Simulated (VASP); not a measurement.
Wanted: the native input for a VASP 6.6.1 run.

```yaml
Task: single point
Functional: PBE
Potentials_or_basis: VASP PAW PBE potentials, release 64 (Ni)
Cutoff: 520 eV
k_mesh: 9 × 9 × 12
Occupations: fermi-dirac, width 0.08 eV
Spin: collinear spin, ferromagnetic start
Starting_moments: "[1.0, 1.0, 1.0] μB"
Dipole_correction: no
Further_INCAR_settings: ALGO = Normal; EDIFF = 1e-07; NBANDS = 26
```

The structure of Ni lies in POSCAR:

```
Ni
1.0
    3.8319494491      0.0000000000      0.0000000000
   -1.9159747246      3.3185655690      0.0000000000
    0.0000000000      0.0000000000      2.3103792246
Ni
3
Direct
    0.0000000000      0.0000000000      0.0000000000
    0.3333333333      0.6666666667      0.5000000000
    0.6666666667      0.3333333333      0.5000000000
```

One way to write it, as run:

INCAR

```
ALGO     = Normal         # electronic algorithm
EDIFF    = 1E-7           # SCF threshold, eV
ENCUT    = 520            # plane-wave cutoff, eV
GGA      = PE             # functional
ISIF     = 2              # what is computed and relaxed
ISMEAR   = -1             # smearing method
ISPIN    = 2              # spin polarisation
LASPH    = True           # aspherical terms in the spheres
LCHARG   = True           # write CHGCAR
LELF     = True           # ELF
LMAXMIX  = 4              # l up to which the mixer works
LORBIT   = 11             # projections on sites
LREAL    = False          # projectors in reciprocal space
LVHAR    = True         
LWAVE    = False          # write WAVECAR
MAGMOM   = 1 1 1          # initial moments
NBANDS   = 26             # bands
NELM     = 150            # most SCF steps
PREC     = Accurate       # precision mode
SIGMA    = 0.08           # smearing width, eV
```

KPOINTS

```
k-points
0
Gamma
  9 9 12
```

Potentials or basis: VASP PAW PBE potentials, release 64 (Ni).

Launch:

```bash
$ cat potpaw_PBE.64/Ni/POTCAR > POTCAR
$ mpirun -np 1 vasp_std > vasp.out
```

Results of the run:

```json
{"Pressure": "31.9 GPa", "Net moment": "1.57 μB per cell", "Site moments": "Ni +0.50, +0.54 μB", "Valence electrons inside the program's atomic spheres": "Ni 9.47, 9.57"}
```

Run time: 93 s on 1 thread of AMD EPYC 9R45 96-Core Processor (Zen 5), with other jobs on the host, peak memory 0.18 GiB.
